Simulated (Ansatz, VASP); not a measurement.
Two plane-wave programs on C

```
C
1.0
     1.75607    0.00000    0.00000
     0.00000    1.75607    0.00000
     0.00000    0.00000    1.75607
C
1
Direct
  0.00000 0.00000 0.00000
```

Alike in both runs: task relaxation of cell and atoms; functional r2SCAN; k mesh 30 × 30 × 30; occupations gaussian, width 0.1 eV; no spin polarisation.

|  | VASP | Ansatz |
| --- | --- | --- |
| version | VASP 6.6.1 | Ansatz 0.2.0 |
| potentials or method | VASP PAW PBE potentials, release 64 (C), cutoff 600 eV | scalar-relativistic, plane waves, PAW |
| valence electrons in the cell | 4 | 4 |

Ansatz gave:

```
gap on the k mesh at the Fermi level, each at its own relaxed structure (eV) : none
relaxed volume (Å³/atom)                                                     : 5.61
relaxed cell length with the largest relative difference (Å)                 : 1.777
```

Q: Estimate VASP's values.

A: gap on the k mesh at the Fermi level, each at its own relaxed structure (eV): none; relaxed volume (Å³/atom): 5.62; relaxed cell length with the largest relative difference (Å): 1.777.

VASP's potentials were made for PBE, not for r2SCAN. A gap of «none» marks a metal or a gap that the smearing closes.
